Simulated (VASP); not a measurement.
# Ga (I4/mmm) in VASP: further runs, part 2 of 2

VASP 6.6.1. Earlier steps stand in the parts before.

## Step 3: Single point, PBEsol

Contents of POSCAR:

```
Ga
1.0
   -1.4068604442      1.4068604442      2.2672300649
    1.4068604442     -1.4068604442      2.2672300649
    1.4068604442      1.4068604442     -2.2672300649
Ga
1
Direct
    0.0000000000      0.0000000000      0.0000000000
```

Contents of INCAR.step1:

```
SYSTEM = Ga
PREC = Accurate
ENCUT = 520
EDIFF = 1E-7
ISMEAR = 0
SIGMA = 0.1
LREAL = .False.
LASPH = .True.
NELM = 80
ALGO = Fast
ISIF = 2
LWAVE = .False.
LCHARG = .True.
GGA = PS
NBANDS = 12
```

Contents of KPOINTS.step1:

```
regular mesh
0
Gamma
  20 20 20
  0 0 0
```

Contents of INCAR.step2:

```
SYSTEM = Ga
PREC = Accurate
ENCUT = 520
EDIFF = 1E-7
ISMEAR = -5
SIGMA = 0.1
LREAL = .False.
LASPH = .True.
NELM = 80
ALGO = Fast
ISIF = 2
LWAVE = .False.
LCHARG = .False.
GGA = PS
LORBIT = 11
NBANDS = 12
NEDOS = 2001
ICHARG = 11
```

Contents of KPOINTS.step2:

```
regular mesh
0
Gamma
  30 30 30
  0 0 0
```

Potentials or basis: VASP PAW PBE potentials, release 64 (Ga_d).

Launch:

```bash
$ cat potpaw_PBE.64/Ga_d/POTCAR > POTCAR
$ cp INCAR.step1 INCAR
$ cp KPOINTS.step1 KPOINTS
$ mpirun -np 1 vasp_std > vasp.out
$ cp INCAR.step2 INCAR
$ cp KPOINTS.step2 KPOINTS
$ mpirun -np 1 vasp_std > vasp.out
```

OUTCAR:

```text
SYSTEM = Ga
   PREC = Accurate
   ENCUT = 520
   EDIFF = 1E-7
   ISMEAR = -5
   LREAL = .False.
   LASPH = .True.
   NELM = 80
   ISIF = 2
   GGA = PS
   LORBIT = 11
   ICHARG = 11

 ion  position               nearest neighbor table
   1  0.000  0.000  0.000-

  LATTYP: Found a body centered tetragonal cell.
 ALAT       =     2.8137208884
 C/A-ratio  =     1.6115529257

  Lattice vectors:

 A1 = (  -1.4068604442,   1.4068604442,   2.2672300649)
 A2 = (   1.4068604442,  -1.4068604442,   2.2672300649)
 A3 = (   1.4068604442,   1.4068604442,  -2.2672300649)

Analysis of symmetry for initial positions (statically):
=====================================================================
 Subroutine PRICEL returns:
 Original cell was already a primitive cell.

 Routine SETGRP: Setting up the symmetry group for a
 body centered tetragonal supercell.

 Subroutine GETGRP returns: Found 16 space group operations
 (whereof 16 operations were pure point group operations)
 out of a pool of 16 trial point group operations.

The static configuration has the point symmetry D_4h.

Analysis of symmetry for dynamics (positions and initial velocities):
=====================================================================
 Subroutine PRICEL returns:
 Original cell was already a primitive cell.

 Routine SETGRP: Setting up the symmetry group for a
 body centered tetragonal supercell.

 Subroutine GETGRP returns: Found 16 space group operations
 (whereof 16 operations were pure point group operations)
 out of a pool of 16 trial point group operations.

The dynamic configuration has the point symmetry D_4h.

 Subroutine INISYM returns: Found 16 space group operations
 (whereof 16 operations are pure point group operations),
 and found     1 'primitive' translations

----------------------------------------------------------------------------------------

                                     Primitive cell

  volume of cell :      17.9497

  direct lattice vectors                    reciprocal lattice vectors
    -1.406860444  1.406860444  2.267230065     0.000000000  0.355401278  0.220533420
     1.406860444 -1.406860444  2.267230065     0.355401278  0.000000000  0.220533420
     1.406860444  1.406860444 -2.267230065     0.355401278  0.355401278  0.000000000

  length of vectors
     3.016429145  3.016429145  3.016429145     0.418264340  0.418264340  0.502613308

  position of ions in fractional coordinates (direct lattice)
     0.000000000  0.000000000  0.000000000

  ion indices of the primitive-cell ions
   primitive index   ion index
                 1           1

----------------------------------------------------------------------------------------

 KPOINTS: regular mesh

Automatic generation of k-mesh.
 Grid dimensions read from file:
 generate k-points for:   30   30   30

 Generating k-lattice:

  Cartesian coordinates                     Fractional coordinates (reciprocal lattice)
     0.000000000  0.011846709  0.007351114     0.033333333  0.000000000 -0.000000000
     0.011846709  0.000000000  0.007351114     0.000000000  0.033333333 -0.000000000
     0.011846709  0.011846709  0.000000000     0.000000000  0.000000000  0.033333333

[... 41 lines left out ...]
   number of dos      NEDOS =   2001   number of ions     NIONS =      1
   total plane-waves  NPLWV =  13824
   dimension x,y,z NGX =    24 NGY =   24 NGZ =   24
   dimension x,y,z NGXF=    48 NGYF=   48 NGZF=   48
   ions per type =               1
   NGX,Y,Z   is equivalent  to a cutoff of  13.23, 13.23, 13.23 a.u.
   NGXF,Y,Z  is equivalent  to a cutoff of  26.45, 26.45, 26.45 a.u.
 SYSTEM =  Ga
   PREC   = accura    normal or accurate (medium, high low for compatibility)
   ISTART =      0    job   : 0-new  1-cont  2-samecut
   ICHARG =     11    charge: 1-file 2-atom 10-const
   ISPIN  =      1    spin polarized calculation?
   LNONCOLLINEAR =      F non collinear calculations
   LSORBIT =      F    spin-orbit coupling
   LASPH  =      T    aspherical Exc in radial PAW
   ENCUT  =  520.0 eV  38.22 Ry    6.18 a.u.   5.61  5.61  5.61*2*pi/ulx,y,z
   NELM   =     80;   NELMIN=  2; NELMDL=  0     # of ELM steps
   EDIFF  = 0.1E-06   stopping-criterion for ELM
   LREAL  =      F    real-space projection
   EDIFFG = 0.1E-05   stopping-criterion for IOM
   NSW    =      0    number of steps for IOM
   IBRION =     -1    ionic relax: 0-MD 1-quasi-New 2-CG
   NFREE  =      0    steps in history (QN), initial steepest desc. (CG)
   ISIF   =      2    stress and relaxation
   ISYM   =      2    0-nonsym 1-usesym 2-fastsym
   POTIM  = 0.5000    time-step for ionic-motion
   TEBEG  =    0.0;   TEEND  =   0.0 temperature during run
   PSTRESS=    0.0 pullay stress
   NELECT =      13.0000    total number of electrons
   NUPDOWN=      -1.0000    fix difference up-down
   EMIN   =  10.00;   EMAX   =-10.00  energy-range for DOS
   EFERMI =   0.00;   METHOD = LEGACY
   ISMEAR =    -5;   SIGMA  =   0.10  broadening in eV -4-tet -1-fermi 0-gaus
   EFERMI_NEDOS =   21; number of points for ismear=-14 and -15
   IALGO  =     68    algorithm
   IMIX   =      4    mixing-type and parameters
     AMIX     =   0.40;   BMIX     =  1.00
     AMIX_MAG =   1.60;   BMIX_MAG =  1.00
  volume/ion in A,a.u.               =      17.95       121.13
  Fermi-wavevector in a.u.,A,eV,Ry     =   1.470179  2.778235 29.407971  2.161425
  Thomas-Fermi vector in A             =   2.585467
   LORBIT       =     11    0 simple, 1 ext, 2 COOP (PROOUT), +10 PAW based schemes
   GGA     = PS    functional components
   LHFCALC =     F    Hartree Fock is set to
   AEXX    =    0.0000 exact exchange contribution
   IVDW    =     0    specifies the selected vdW correction
   LEPSILON=     F    determine dielectric tensor
   LRPA    =     F    only Hartree local field effects (RPA)
 non-spin polarized calculation
 RMM-DIIS sequential band-by-band and
 Fermi weights with tetrahedron method with Bloechl corrections
  energy-cutoff  :      520.00
  volume of cell :       17.95
 maximum number of plane-waves:       498

 number of electron      12.9999992 magnetization

 Free energy of the ion-electron system (eV)
  ---------------------------------------------------
  ext. energy  EPLUGINS =         0.00000000
  ---------------------------------------------------
  free energy    TOTEN  =        -3.33493377 eV

  energy without entropy =       -3.33493377  energy(sigma->0) =       -3.33493377

 E-fermi :   5.8690     XC(G=0): -11.4021

 val. band max:        5.9495367184   @ k =   0.2667   0.2667   0.1333
 cond. band min:       5.8302915905   @ k =  -0.4667   0.5000   0.2000
 fundamental gap:     -0.1192451279
 Fermi energy:         5.8690120068

 k-point     1 :       0.0000    0.0000    0.0000
  band No.  band energies     occupation
      1      -9.1142      2.00000
      2      -8.9690      2.00000
      3      -8.9690      2.00000
      4      -8.9631      2.00000
      5      -8.8109      2.00000
      6      -5.5697      2.00000
      7      18.6122      0.00000
      8      18.6559      0.00000
      9      18.6559      0.00000
     10      22.1313      0.00000
     11      22.2410      0.00000
     12      22.8541      0.00000
[... 331 lines left out ...]
 k-point    24 :       0.2667    0.0333   -0.0000
  band No.  band energies     occupation
      1      -9.0798      2.00000
      2      -9.0361      2.00000
      3      -8.9294      2.00000
      4      -8.8621      2.00000
      5      -8.8233      2.00000
      6      -3.4664      2.00000
      7       8.7266      0.00000
      8      15.5117      0.00000
      9      17.2114      0.00000
     10      19.3569      0.00000
     11      21.0627      0.00000
     12      24.3659      0.00000

 [... further k-points ...]

------------------------ aborting loop because EDIFF is reached ----------------------------------------

  FORCE on cell =-STRESS in cart. coord.  units (eV):
  Direction    XX          YY          ZZ          XY          YZ          ZX
  --------------------------------------------------------------------------------------
  -------------------------------------------------------------------------------------
  Total       -0.0458890     -0.0458890     -0.0930774      0.0000000      0.0000000      0.0000000
  in kB       -4.0960120     -4.0960120     -8.3080177      0.0000000      0.0000000      0.0000000
  external PRESSURE =      -5.5000139 kB  Pullay stress =       0.0000000 kB

 VOLUME and BASIS-vectors are now :
 -----------------------------------------------------------------------------
  energy-cutoff  :      520.00
  volume of cell :       17.95
      direct lattice vectors                 reciprocal lattice vectors
    -1.406860444  1.406860444  2.267230065     0.000000000  0.355401278  0.220533420
     1.406860444 -1.406860444  2.267230065     0.355401278  0.000000000  0.220533420
     1.406860444  1.406860444 -2.267230065     0.355401278  0.355401278  0.000000000

 POSITION                                       TOTAL-FORCE (eV/Angst)
 -----------------------------------------------------------------------------------
      0.00000      0.00000      0.00000         0.000000      0.000000      0.000000
 -----------------------------------------------------------------------------------
    total drift:                               -0.000000      0.000000     -0.000000

  FREE ENERGIE OF THE ION-ELECTRON SYSTEM (eV)
  ---------------------------------------------------
  free  energy   TOTEN  =        -3.3349337675 eV

  energy  without entropy=       -3.3349337675  energy(sigma->0) =       -3.33493377

 total charge

# of ion       s       p       d       tot
------------------------------------------
    1        1.022   0.569   9.964  11.554
```

OUTCAR.step1:

```text
SYSTEM = Ga
   PREC = Accurate
   ENCUT = 520
   EDIFF = 1E-7
   ISMEAR = 0
   LREAL = .False.
   LASPH = .True.
   NELM = 80
[... 578 lines left out ...]
 -----------------------------------------------------------------------------------
      0.00000      0.00000      0.00000         0.000000      0.000000      0.000000
 -----------------------------------------------------------------------------------
    total drift:                               -0.000000      0.000000     -0.000000

  FREE ENERGIE OF THE ION-ELECTRON SYSTEM (eV)
  ---------------------------------------------------
  free  energy   TOTEN  =        -3.3355629729 eV

  energy  without entropy=       -3.3336050799  energy(sigma->0) =       -3.33458403
```

OSZICAR.step1:

```text
N       E                     dE             d eps       ncg     rms          rms(c)
DAV:   1     0.426801716159E+02    0.42680E+02   -0.66656E+03 16748   0.190E+03
DAV:   2    -0.129335369150E+01   -0.43974E+02   -0.42344E+02 16140   0.260E+02
DAV:   3    -0.336436306735E+01   -0.20710E+01   -0.20664E+01 17724   0.452E+01
DAV:   4    -0.338081160558E+01   -0.16449E-01   -0.16447E-01 17648   0.428E+00
DAV:   5    -0.338098380517E+01   -0.17220E-03   -0.17220E-03 18480   0.422E-01    0.987E-01
RMM:   6    -0.334357771339E+01    0.37406E-01   -0.45152E-02 21356   0.306E+00    0.466E-01
RMM:   7    -0.333645264919E+01    0.71251E-02   -0.13016E-02 23071   0.121E+00    0.137E-01
RMM:   8    -0.333555513692E+01    0.89751E-03   -0.14009E-03 23210   0.377E-01    0.114E-02
RMM:   9    -0.333555886462E+01   -0.37277E-05   -0.18631E-04 23831   0.189E-01    0.782E-03
RMM:  10    -0.333556278622E+01   -0.39216E-05   -0.34490E-05 26549   0.713E-02    0.564E-04
RMM:  11    -0.333556295815E+01   -0.17193E-06   -0.29629E-06 21239   0.182E-02    0.450E-04
RMM:  12    -0.333556297295E+01   -0.14803E-07   -0.68654E-07 16382   0.877E-03
   1 F= -.33355630E+01 E0= -.33345840E+01  d E =-.195789E-02
```

Wall time 4.1 min (1 thread of Intel Xeon Platinum 8488C (Sapphire Rapids), shared host); peak memory 0.56 GiB.

Results:

| Item | Value |
| --- | --- |
| Valence electrons inside the program's atomic spheres | Ga 11.55 |

Caveat: the PAW data sets were made with another functional, which shifts forces and pressure a little; tetrahedron occupations give inexact forces and stress in metals.
